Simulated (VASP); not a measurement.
Input of a VASP 6.6.1 run:

File INCAR:

```
SYSTEM = TiB2
PREC     = Accurate       ! precision mode
ENCUT    = 520            ! plane-wave cutoff, eV
EDIFF    = 1E-7           ! SCF threshold, eV
ISMEAR   = 0              ! smearing method
SIGMA    = 0.02           ! smearing width, eV
LREAL    = .FALSE.        ! projectors in reciprocal space
LASPH    = .TRUE.         ! aspherical terms in the spheres
NELM     = 80             ! most SCF steps
ALGO     = Normal         ! electronic algorithm
ISIF     = 2              ! what is computed and relaxed
LWAVE    = .FALSE.        ! write WAVECAR
LCHARG   = .TRUE.         ! write CHGCAR
LELF     = .TRUE.         ! ELF
LVHAR    = .TRUE.       
NBANDS   = 16             ! bands
```

The input KPOINTS:

```
regular mesh
0
G
  15 15 12
  0 0 0
```

File POSCAR:

```
TiB2
1.0
    3.0292000000      0.0000000000      0.0000000000
   -1.5146000000      2.6233641531      0.0000000000
    0.0000000000      0.0000000000      3.2284000000
Ti B
1 2
Direct
    0.0000000000      0.0000000000      0.0309750960
    0.6666666667      0.3333333333      0.5000000000
    0.3333333333      0.6666666667      0.5000000000
```

Potentials or basis: VASP PAW LDA potentials, release 64 (Ti_sv, B).

Run with:

```console
$ cat potpaw_LDA.64/Ti_sv/POTCAR potpaw_LDA.64/B/POTCAR > POTCAR
$ mpirun -np 1 vasp_std > vasp.out
```

**Question.** What does it give for the band gap on the k mesh?

**Answer.** Zero (bands 9 and 10 overlap by 0.63 eV).

**Question.** What does it give for the largest force?

**Answer.** 1.359 eV/Å.

Forces on the atoms (eV/Å):
```
Ti   0.000  0.000 -1.359
B    0.000  0.000  0.679
B    0.000  0.000  0.679
```

Caveat: the cell stands under tension; forces of over 1 eV/Å act on the atoms, so gaps and moduli don't describe the material at rest.
